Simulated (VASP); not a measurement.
# Bi2Te: single point with PBE

The system is Bi2Te.

```xyz
6
Lattice="7.1042 0.0000 0.0000 -3.5521 6.1524 0.0000 0.0000 0.0000 4.4108" Properties=species:S:1:pos:R:3 pbc="T T T"
Bi    0.0000    0.0000    0.0000
Bi    3.5521    0.0000    2.2054
Bi   -1.7760    3.0762    2.2054
Bi    1.7760    3.0762    2.2054
Te    0.0000    4.1016    2.2054
Te    3.5521    2.0508    2.2054
```

* Program: VASP 6.6.1
* Task: single point
* Functional: PBE
* Potentials or basis: VASP PAW PBE potentials, release 64 (Bi_d, Te)
* Cutoff: 520 eV
* k mesh: 3 × 3 × 4
* Occupations: gaussian, width 0.1 eV
* Spin: no spin polarisation

* Pressure: 96.3 GPa
* Band gap on the k mesh: zero (band 36 reaches 8.71 eV, above the bottom of band 37 at 6.82 eV)

Stress tensor (GPa, compression positive):
```
145.94   0.00   0.00
  0.00 145.94   0.00
  0.00   0.00  -3.07
```

Levels at points of the mesh, in eV from the Fermi level:
```tsv
k point	band 34	band 35	band 36	band 37	band 38	band 39
(0.00, 0.00, 0.00)	-1.33	0.03	0.97	1.01	1.01	1.23
(0.00, 0.00, 0.50)	-1.96	-0.96	-0.75	-0.75	0.27	2.05
```

Wall time 42 s on 1 thread of Intel(R) Xeon(R) 6975P-C (Granite Rapids), on a shared host, peak memory 0.33 GiB.

Caveat: spin-orbit coupling is left out, which moves the levels of the heavy elements.
